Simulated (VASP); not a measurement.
Wanted: the native input for a VASP 6.6.1 run.

```
Task                   : single point
Functional             : LDA
Potentials or basis    : VASP PAW LDA potentials, release 64 (Al, N)
Cutoff                 : 520 eV
k mesh                 : 9 × 9 × 6
Occupations            : gaussian, width 0.05 eV
Spin                   : no spin polarisation
Dipole correction      : no
Further INCAR settings : ALGO = Normal; EDIFF = 1e-06; NBANDS = 16
```

The structure of AlN lies in POSCAR:

```
AlN
1.0
    3.0371604035      0.0000000000      0.0000000000
   -1.5185802018      2.6302580648      0.0000000000
    0.0000000000      0.0000000000      4.8612078838
Al N
2 2
Direct
    0.3397634096      0.6795268192      0.0015212672
    0.6602365904      0.3204731808      0.5015212672
    0.3275955689      0.6551911379      0.3834787328
    0.6724044311      0.3448088621      0.8834787328
```

One way to write it, as run:

INCAR

```
SYSTEM = AlN
PREC     = Accurate       ! precision mode
ENCUT    = 520            ! plane-wave cutoff, eV
EDIFF    = 1E-6           ! SCF threshold, eV
ISMEAR   = 0              ! smearing method
SIGMA    = 0.05           ! smearing width, eV
LREAL    = .False.        ! projectors in reciprocal space
LASPH    = .True.         ! aspherical terms in the spheres
NELM     = 80             ! most SCF steps
ALGO     = Normal         ! electronic algorithm
ISIF     = 2              ! what is computed and relaxed
LWAVE    = .False.        ! write WAVECAR
LCHARG   = .False.        ! write CHGCAR
GGA      = CA             ! functional
NBANDS   = 16             ! bands
```

KPOINTS

```
Automatic mesh
0
Gamma
  9 9 6
  0 0 0
```

Potentials or basis: VASP PAW LDA potentials, release 64 (Al, N).

Launch:

```bash
$ cat potpaw_LDA.64/Al/POTCAR potpaw_LDA.64/N/POTCAR > POTCAR
$ mpirun -np 1 vasp_std > vasp.out
```

Results of the run:

- Pressure: 12.5 GPa
- Largest force: 0.205 eV/Å
- Band gap on the k mesh: 4.87 eV, direct

It took 31 s on 1 thread of Intel Xeon 8259CL, with other jobs on the host, peak memory 0.17 GiB.
